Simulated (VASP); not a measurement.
# NaH2Ru (R-3m) in VASP: single point with LDA

Aim: the single point of NaH2Ru with LDA.

All numbers are computed with VASP 6.6.1; they aren't measurements. Logs are shortened: lines on timing, memory, paths and dates and some standing lists are left out, and cuts for length are marked.

## 1. The cell of the first run

It takes space group R-3m (No. 166, trigonal). Conventional cell: a = 2.950 Å, b = 2.950 Å, c = 16.118 Å, α = 90.00°, β = 90.00°, γ = 120.00°. Ru (site symmetry -3m) has 6 H at 1.87 Å within 2.5 Å. Within 3.5 Å of Na (site symmetry -3m) lie 8 H at 2.56 to 3.46 Å and 6 Na at 2.95 Å and 6 Ru at 3.18 Å. Within 2.6 Å of H (site symmetry 3m) lie 3 Ru at 1.87 Å and 3 H at 2.31 Å and 3 Na at 2.56 Å.

## 2. Single point, LDA, non-collinear spin, typed start, spin-orbit coupling

INCAR reads:

```
PREC     = Accurate       # precision mode
ENCUT    = 520            # plane-wave cutoff, eV
EDIFF    = 1E-6           # SCF threshold, eV
ISMEAR   = -1             # smearing method
SIGMA    = 0.1            # smearing width, eV
LREAL    = F              # projectors in reciprocal space
LASPH    = T              # aspherical terms in the spheres
NELM     = 150            # most SCF steps
ALGO     = Normal         # electronic algorithm
ISIF     = 2              # what is computed and relaxed
LWAVE    = F              # write WAVECAR
LCHARG   = F              # write CHGCAR
MAGMOM   = 0 -0.604 1.907 0 0 0 0 0 0 0 0 0 # initial moments
LORBIT   = 11             # projections on sites
LSORBIT  = T              # spin-orbit coupling
GGA_COMPAT= F            
LORBMOM  = T            
LMAXMIX  = 4              # l up to which the mixer works
GGA      = CA             # functional
NBANDS   = 37             # bands
```

KPOINTS reads:

```
regular mesh
0
Gamma
  7 7 7
```

POSCAR reads:

```
NaH2Ru
1.0
    1.4748754900      2.5545586900      0.0000000000
   -1.4748754900      2.5545586900      0.0000000000
    0.0000000000     -1.7030354800      5.3725948200
Ru Na H
1 1 2
Direct
    0.5000000000      0.5000000000      0.5000000000
    0.0000000000      0.0000000000      0.0000000000
    0.2149321729      0.2149321729      0.6447967111
    0.7850678271      0.7850678271      0.3552032889
```

Potentials or basis: VASP PAW LDA potentials, release 64 (Ru_pv, Na_pv, H).

The run is started by

```sh
$ cat potpaw_LDA.64/Ru_pv/POTCAR potpaw_LDA.64/Na_pv/POTCAR potpaw_LDA.64/H/POTCAR > POTCAR
$ mpirun -np 1 vasp_ncl > vasp.out
```

OUTCAR:

```text
PREC = Accurate
   ENCUT = 520
   EDIFF = 1E-6
   ISMEAR = -1
   LREAL = F
   LASPH = T
   NELM = 150
   ISIF = 2
   LORBIT = 11
   LSORBIT = T
   GGA = CA

 ion  position               nearest neighbor table
   1  0.500  0.500  0.500-   3 1.87   4 1.87   3 1.87   3 1.87   4 1.87   4 1.87
   2  0.000  0.000  0.000-
   3  0.215  0.215  0.645-   1 1.87   1 1.87   1 1.87
   4  0.785  0.785  0.355-   1 1.87   1 1.87   1 1.87

  LATTYP: Found a trigonal (rhomboedric) cell.
 ALAT       =     5.6360557652
 COS(alpha) =     0.8630411346

  Lattice vectors:

 A1 = (   1.4748754900,   0.8515232100,   5.3725948200)
 A2 = (  -1.4748754900,   0.8515232100,   5.3725948200)
 A3 = (   0.0000000000,  -1.7030354800,   5.3725948200)

Analysis of symmetry for initial positions (statically):
=====================================================================
 Subroutine PRICEL returns:
 Original cell was already a primitive cell.

 Routine SETGRP: Setting up the symmetry group for a
 trigonal (rhombohedral) supercell.

 Subroutine GETGRP returns: Found 12 space group operations
 (whereof 12 operations were pure point group operations)
 out of a pool of 12 trial point group operations.

The static configuration has the point symmetry D_3d.

Analysis of symmetry for dynamics (positions and initial velocities):
=====================================================================
 Subroutine PRICEL returns:
 Original cell was already a primitive cell.

 Routine SETGRP: Setting up the symmetry group for a
 trigonal (rhombohedral) supercell.

 Subroutine GETGRP returns: Found 12 space group operations
 (whereof 12 operations were pure point group operations)
 out of a pool of 12 trial point group operations.

The dynamic configuration has the point symmetry D_3d.

Analysis of structural, dynamic, and magnetic symmetry:
=====================================================================
 Subroutine PRICEL returns:
 Original cell was already a primitive cell.

 Routine SETGRP: Setting up the symmetry group for a
 trigonal (rhombohedral) supercell.

 Subroutine GETGRP returns: Found  2 space group operations
 (whereof  2 operations were pure point group operations)
 out of a pool of 12 trial point group operations.

The overall configuration has the point symmetry S_2 .

 Subroutine INISYM returns: Found  2 space group operations
 (whereof  2 operations are pure point group operations),
 and found     1 'primitive' translations

----------------------------------------------------------------------------------------

                                     Primitive cell

  volume of cell :      40.4842

  direct lattice vectors                    reciprocal lattice vectors
     1.474875490  2.554558690  0.000000000     0.339011668  0.195728523  0.062043134
    -1.474875490  2.554558690  0.000000000    -0.339011668  0.195728523  0.062043134
     0.000000000 -1.703035480  5.372594820     0.000000000  0.000000000  0.186129800

  length of vectors
     2.949750466  2.949750466  5.636054023     0.396343180  0.396343180  0.186129800

  position of ions in fractional coordinates (direct lattice)
     0.500000000  0.500000000  0.500000000
     0.000000000  0.000000000  0.000000000
     0.214932173  0.214932173  0.644796711
     0.785067827  0.785067827  0.355203289

  ion indices of the primitive-cell ions
   primitive index   ion index
                 1           1
                 2           2
                 3           3
                 4           4

----------------------------------------------------------------------------------------

 KPOINTS: regular mesh

Automatic generation of k-mesh.
 Grid dimensions read from file:
 generate k-points for:    7    7    7

 Generating k-lattice:
[... 102 lines left out ...]

 Free energy of the ion-electron system (eV)
  ---------------------------------------------------
  ext. energy  EPLUGINS =         0.00000000
  ---------------------------------------------------
  free energy    TOTEN  =       -19.34604119 eV

  energy without entropy =      -19.30198615  energy(sigma->0) =      -19.32401367

 E-fermi :   5.5146     XC(G=0): -10.9355

 val. band max:        5.4854027438   @ k =   0.0000   0.0000   0.4286
 cond. band min:       5.5550149043   @ k =   0.2857   0.0000   0.2857
 fundamental gap:      0.0696121605
 Fermi energy:         5.5146051603

 k-point     1 :       0.0000    0.0000    0.0000
  band No.  band energies     occupation
      1     -38.8530      1.00000
      2     -38.8528      1.00000
      3     -35.6436      1.00000
      4     -35.6431      1.00000
      5     -35.3725      1.00000
      6     -35.3723      1.00000
[... 901 lines left out ...]
     34      14.3736      0.00000
     35      15.0636      0.00000

 [... further k-points ...]

 [bands above 35 left out]

------------------------ aborting loop because EDIFF is reached ----------------------------------------

  FORCE on cell =-STRESS in cart. coord.  units (eV):
  Direction    XX          YY          ZZ          XY          YZ          ZX
  --------------------------------------------------------------------------------------
  -------------------------------------------------------------------------------------
  Total       -1.8151253     -1.8147445     -2.1977054      0.0000067     -0.0000384     -0.0000073
  in kB      -71.8343016    -71.8192302    -86.9750583      0.0002647     -0.0015212     -0.0002904
  external PRESSURE =     -76.8761967 kB  Pullay stress =       0.0000000 kB

 VOLUME and BASIS-vectors are now :
 -----------------------------------------------------------------------------
  energy-cutoff  :      520.00
  volume of cell :       40.48
      direct lattice vectors                 reciprocal lattice vectors
     1.474875490  2.554558690  0.000000000     0.339011668  0.195728523  0.062043134
    -1.474875490  2.554558690  0.000000000    -0.339011668  0.195728523  0.062043134
     0.000000000 -1.703035480  5.372594820     0.000000000  0.000000000  0.186129800

 POSITION                                       TOTAL-FORCE (eV/Angst)
 -----------------------------------------------------------------------------------
      0.00000      1.70304      2.68630         0.000000     -0.000000      0.000000
      0.00000      0.00000      0.00000         0.000000     -0.000000      0.000000
      0.00000      0.00000      3.46423         0.000000      0.000029      0.006367
      0.00000      3.40608      1.90836        -0.000000     -0.000029     -0.006367
 -----------------------------------------------------------------------------------
    total drift:                                0.000000      0.000000     -0.000000

  FREE ENERGIE OF THE ION-ELECTRON SYSTEM (eV)
  ---------------------------------------------------
  free  energy   TOTEN  =       -19.3460411924 eV

  energy  without entropy=      -19.3019861494  energy(sigma->0) =      -19.32401367

 orbital moment (x)

 # of ion     p       d       tot
 ----------------------------------------
  1         0.000  -0.000  -0.000
  2         0.000   0.000   0.000
  3         0.000   0.000   0.000
  4         0.000   0.000   0.000
 ----------------------------------------
            0.000  -0.000  -0.000

 orbital moment (y)

 # of ion     p       d       tot
 ----------------------------------------
  1         0.000  -0.000  -0.000
  2        -0.000   0.000  -0.000
  3         0.000   0.000   0.000
  4         0.000   0.000   0.000
 ----------------------------------------
            0.000  -0.000  -0.000

 orbital moment (z)

 # of ion     p       d       tot
 ----------------------------------------
  1        -0.000   0.000   0.000
  2         0.000   0.000   0.000
  3         0.000   0.000   0.000
  4         0.000   0.000   0.000
 ----------------------------------------
           -0.000   0.000   0.000

 Spin-Orbit-Coupling matrix elements

 Ion:    1  E_soc:     -0.2753933
 l=   1
     0.0000000    -0.0377737    -0.0374443
    -0.0377737     0.0000000    -0.0377738
    -0.0374443    -0.0377738     0.0000000
 l=   2
     0.0000000    -0.0019953     0.0000000    -0.0019953    -0.0047396
    -0.0019953     0.0000000    -0.0040416    -0.0039007    -0.0019953
     0.0000000    -0.0040416     0.0000000    -0.0040416     0.0000000
    -0.0019953    -0.0039007    -0.0040416     0.0000000    -0.0019953
    -0.0047396    -0.0019953     0.0000000    -0.0019953     0.0000000
 l=   3
     0.0000000     0.0000000     0.0000000     0.0000000     0.0000000     0.0000000     0.0000000
     0.0000000     0.0000000     0.0000000     0.0000000     0.0000000     0.0000000     0.0000000
     0.0000000     0.0000000     0.0000000     0.0000000     0.0000000     0.0000000     0.0000000
     0.0000000     0.0000000     0.0000000     0.0000000     0.0000000     0.0000000     0.0000000
[... 49 lines left out ...]
 l=   2
     0.0000000     0.0000000     0.0000000     0.0000000     0.0000000
     0.0000000     0.0000000     0.0000000     0.0000000     0.0000000
     0.0000000     0.0000000     0.0000000     0.0000000     0.0000000
     0.0000000     0.0000000     0.0000000     0.0000000     0.0000000
     0.0000000     0.0000000     0.0000000     0.0000000     0.0000000
 l=   3
     0.0000000     0.0000000     0.0000000     0.0000000     0.0000000     0.0000000     0.0000000
     0.0000000     0.0000000     0.0000000     0.0000000     0.0000000     0.0000000     0.0000000
     0.0000000     0.0000000     0.0000000     0.0000000     0.0000000     0.0000000     0.0000000
     0.0000000     0.0000000     0.0000000     0.0000000     0.0000000     0.0000000     0.0000000
     0.0000000     0.0000000     0.0000000     0.0000000     0.0000000     0.0000000     0.0000000
     0.0000000     0.0000000     0.0000000     0.0000000     0.0000000     0.0000000     0.0000000
     0.0000000     0.0000000     0.0000000     0.0000000     0.0000000     0.0000000     0.0000000

 total charge

# of ion       s       p       d       tot
------------------------------------------
    1        0.301   6.217   6.148  12.666
    2        0.101   5.995   0.000   6.096
    3        0.503   0.028   0.000   0.531
    4        0.503   0.028   0.000   0.531
--------------------------------------------------
tot          1.407  12.269   6.148  19.824

 magnetization (x)

# of ion       s       p       d       tot
------------------------------------------
    1       -0.000  -0.000   0.000   0.000
    2       -0.000  -0.000   0.000  -0.000
    3        0.000   0.000   0.000   0.000
    4        0.000   0.000   0.000   0.000
--------------------------------------------------
tot          0.000  -0.000   0.000   0.000

 magnetization (y)

# of ion       s       p       d       tot
------------------------------------------
    1       -0.000  -0.000  -0.000  -0.000
    2        0.000   0.000   0.000   0.000
    3        0.000   0.000   0.000   0.000
    4        0.000   0.000   0.000   0.000
--------------------------------------------------
tot          0.000  -0.000  -0.000  -0.000

 magnetization (z)

# of ion       s       p       d       tot
------------------------------------------
    1        0.000   0.000   0.000   0.000
    2       -0.000  -0.000   0.000  -0.000
    3       -0.000  -0.000   0.000  -0.000
    4       -0.000  -0.000   0.000  -0.000
--------------------------------------------------
tot         -0.000   0.000   0.000   0.000
```

Wall time 7.2 min (1 thread of Intel Xeon Platinum 8375C at 2.90GHz (Ice Lake), shared host); peak memory 0.48 GiB.

Results:

```yaml
Free_energy: -19.3460 eV
Pressure: -7.7 GPa
Largest_force: 0.006 eV/Å
Net_moment: 0.00 μB per cell
Valence_electrons_inside_the_program's_atomic_spheres: Ru 12.67; Na 6.10; H 0.53
```

Forces in eV/Å, atoms in the order of the input:
```
Ru   0.000  0.000  0.000
Na   0.000  0.000  0.000
H    0.000  0.000  0.006
H    0.000  0.000 -0.006
```

Moments on the atoms (μB; x, y, z):
```
Ru  0.00 0.00 0.00
Na  0.00 0.00 0.00
H   0.00 0.00 0.00
H   0.00 0.00 0.00
```

Caveat: the cell stands under tension.
